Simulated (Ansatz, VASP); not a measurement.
**AgI in VASP and in Ansatz**

```
Ag I
1.0
     3.22505    3.22505    0.00000
    -3.22505    3.22505    0.00000
     0.00000    3.22505    3.22505
Ag I
1 1
Direct
  0.00000 0.00000 0.00000
  0.75000 0.25000 0.50000
```

Alike in both runs: task single point; functional PBEsol; k mesh 6 × 6 × 6; non-collinear spin, spin-orbit coupling.

|  | VASP | Ansatz |
| --- | --- | --- |
| version | VASP 6.6.1 | Ansatz 0.2.0 |
| potentials or method | VASP PAW PBE potentials, release 64 (Ag, I), cutoff 500 eV | all-electron LAPW |
| occupations | gaussian, width 0.01 eV | fixed |

|  | VASP | Ansatz | Ansatz less VASP |
| --- | --- | --- | --- |
| pressure (GPa) | 0.0 | 0.0 | +0.04 |
| net moment per atom (μB) | 0.00 | 0.00 | 0.000 |

VASP's potentials were made for PBE, not for PBEsol. Ansatz ran all-electron here, and VASP with PAW potentials.
